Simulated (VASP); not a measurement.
Set up this calculation in VASP 6.6.1, as the native input.

* Task: single point
* Functional: PBE
* Potentials or basis: VASP PAW PBE potentials, release 64 (Li_sv, S)
* Cutoff: 520 eV
* k mesh: 6 × 6 × 6
* Occupations: gaussian, width 0.1 eV
* Spin: no spin polarisation
* Dipole correction: no
* Further INCAR settings: ALGO = Normal; EDIFF = 1e-07; NBANDS = 18

The structure of Li3S2 lies in POSCAR:

```
Li3S2
1.0
    3.3944849100      1.9598067700      2.7043033800
   -3.3944849100      1.9598067700      2.7043033800
    0.0000000000     -3.9196135500      2.7043033800
Li S
3 2
Direct
    0.0000000000      0.5000000000      0.0000000000
    0.0000000000      0.0000000000      0.5000000000
    0.5000000000      0.0000000000      0.0000000000
    0.8187567600      0.8187567600      0.8187567600
    0.1812432400      0.1812432400      0.1812432400
```

The cell was built from a structure type or drawn by symmetry, and may not be a known phase.

The input as run:

INCAR

```
SYSTEM = Li3S2
ALGO = Normal
EDIFF = 1E-7
ENCUT = 520
GGA = PE
ISIF = 2
ISMEAR = 0
LASPH = .TRUE.
LCHARG = .FALSE.
LREAL = .FALSE.
LWAVE = .FALSE.
NBANDS = 18
NELM = 60
PREC = Accurate
SIGMA = 0.1
```

KPOINTS

```
k-points
0
G
  6 6 6
  0 0 0
```

Potentials or basis: VASP PAW PBE potentials, release 64 (Li_sv, S).

Run with:

```sh
$ cat potpaw_PBE.64/Li_sv/POTCAR potpaw_PBE.64/S/POTCAR > POTCAR
$ mpirun -np 1 vasp_std > vasp.out
```

Results of the run:

The largest force is 0.313 eV/Å and the band gap on the k mesh is zero (an odd number of electrons rules out a gap without spin polarisation).

Run time: 38 s on 1 thread of Intel(R) Xeon(R) Platinum 8488C (Sapphire Rapids) (shared host), peak memory 0.22 GiB.
